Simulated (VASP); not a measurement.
Write the native input for VASP 6.6.1 that does the following.

| Property | Result |
| --- | --- |
| Task | relaxation of cell and atoms |
| Functional | r2SCAN |
| Potentials or basis | VASP PAW PBE potentials, release 64 (Y_sv) |
| Cutoff | 550 eV |
| k mesh | 9 × 9 × 9 |
| Occupations | fermi-dirac, width 0.1 eV |
| Spin | no spin polarisation |
| Dipole correction | no |
| Further INCAR settings | ALGO = Normal; EDIFF = 1e-07; IBRION = 2; EDIFFG = -0.01; NSW = 80; ISIF = 3 |

Y:

```
CELL_PARAMETERS angstrom
-2.02000 2.02000 2.02000
2.02000 -2.02000 2.02000
2.02000 2.02000 -2.02000
ATOMIC_POSITIONS crystal
Y 0.00000 0.00000 0.00000
```

This isn't the form of Y at room conditions, which is hcp.

The input as run:

POSCAR

```
Y
1.0
   -2.0200000000      2.0200000000      2.0200000000
    2.0200000000     -2.0200000000      2.0200000000
    2.0200000000      2.0200000000     -2.0200000000
Y
1
Direct
    0.0000000000      0.0000000000      0.0000000000
```

INCAR.step1

```
ALGO = Normal
EDIFF = 1E-5
EDIFFG = -0.005
ENCUT = 550
GGA = PE
GGA_COMPAT = F
IBRION = 2
ISIF = 3
ISMEAR = -1
LASPH = T
LCHARG = F
LREAL = F
LWAVE = T
NELM = 120
NELMIN = 4
NSW = 100
PREC = Accurate
SIGMA = 0.1
```

INCAR.step2

```
ALGO = Normal
EDIFF = 1E-7
EDIFFG = -0.01
ENCUT = 550
GGA_COMPAT = F
IBRION = 2
ISIF = 3
ISMEAR = -1
ISTART = 1
LASPH = T
LCHARG = F
LMIXTAU = T
LREAL = F
LWAVE = F
METAGGA = R2SCAN
NELM = 120
NELMIN = 4
NSW = 80
PREC = Accurate
SIGMA = 0.1
```

KPOINTS

```
k-points
0
Gamma
  9 9 9
```

Potentials or basis: VASP PAW PBE potentials, release 64 (Y_sv).

Run with:

```bash
$ cat potpaw_PBE.64/Y_sv/POTCAR > POTCAR
$ cp INCAR.step1 INCAR
$ mpirun -np 1 vasp_std > vasp.out
$ cp INCAR.step2 INCAR
$ mpirun -np 1 vasp_std > vasp.out
```

Results of the run:

```yaml
Relaxed_volume: 33.77 Å³/atom
Relaxed_cell: a = 3.527 Å, b = 3.527 Å, c = 3.527 Å, α = 109.47°, β = 109.47°, γ = 109.47°
Space_group_after_relaxing_to_0.1_Å: Im-3m (No. 229)
Energy_gained_by_relaxing: 2.3 meV/atom
Ionic_steps: 3
Pressure_after_relaxing: 0.0 GPa
Band_gap_on_the_k_mesh: zero (an odd number of electrons rules out a gap without spin polarisation)
```

Caveat: the PAW data sets were made with another functional, which shifts forces and pressure a little.

Run time: 3.3 min on 1 thread of Intel(R) Xeon(R) Platinum 8259CL CPU @ 2.50GHz (Skylake/Cascade Lake), with other jobs on the host, peak memory 0.18 GiB.
